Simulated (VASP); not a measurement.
**C: single point with PBE+D3(BJ)**

The system is C.

```xyz
4
Lattice="1.2323 0.7115 6.9770 -1.2323 0.7115 6.9770 0.0000 -1.4230 6.9770" Properties=species:S:1:pos:R:3 pbc="T T T"
C     0.0000    0.0000   19.2353
C     0.0000    0.0000    5.2811
C     0.0000    0.0000   15.6499
C     0.0000    0.0000    1.6957
```

- Program: VASP 6.6.1
- Task: single point
- Functional: PBE
- Dispersion: D3(BJ)
- Potentials or basis: VASP PAW PBE potentials, release 64 (C)
- Cutoff: 520 eV
- k mesh: 10 × 10 × 10
- Occupations: fermi-dirac, width 0.02 eV
- Spin: no spin polarisation
- Dipole correction: no
- Further INCAR settings: ALGO = Normal; EDIFF = 1e-07; NBANDS = 16

```yaml
Pressure: 0.4 GPa
Dispersion_energy_per_atom: -0.149 eV
```

Stress tensor (GPa, compression positive):
```
 0.69  0.00  0.00
 0.00  0.69  0.00
 0.00  0.00 -0.10
```

Run time: 7.1 min on 1 thread of Intel(R) Xeon(R) Platinum 8375C CPU @ 2.90GHz (Ice Lake), with other jobs on the host, peak memory 0.38 GiB.
